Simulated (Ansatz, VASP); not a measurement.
## NaGeI3: VASP beside Ansatz

```xyz
5
Lattice="5.6537 0.0000 0.0000 0.0000 5.6537 0.0000 0.0000 0.0000 5.9685" Properties=species:S:1:pos:R:3 pbc="T T T"
Na    0.0000    0.0000    0.0000
Ge    2.8269    2.8269    2.9842
I     2.8269    2.8269    0.0000
I     2.8269    0.0000    2.9842
I     0.0000    2.8269    2.9842
```

Change from the starting cell: epitaxial_xy strain -4.0%.

Alike in both runs: task single point; functional PBE; k mesh 4 × 4 × 4; occupations fermi-dirac, width 0.02 eV; no spin polarisation.

|  | VASP | Ansatz |
| --- | --- | --- |
| version | VASP 6.6.1 | Ansatz 0.2.0 |
| potentials or method | VASP PAW PBE potentials, release 64 (Na_pv, Ge_d, I) | plane waves, PAW |
| plane-wave cutoff (eV) | 520 | 420 |
| valence electrons in the cell | 42 | 74 |

|  | VASP | Ansatz | Ansatz less VASP |
| --- | --- | --- | --- |
| pressure (GPa) | 1.9 | 1.9 | 0.00 |
| traceless stress, the component that is largest in VASP (GPa) | -1.57 | -1.57 | +0.004 |

VASP's potentials hold 42 valence electrons a cell and Ansatz's 74, so a difference there can come from the potentials and not from the codes.

Neither program's run includes spin-orbit coupling.
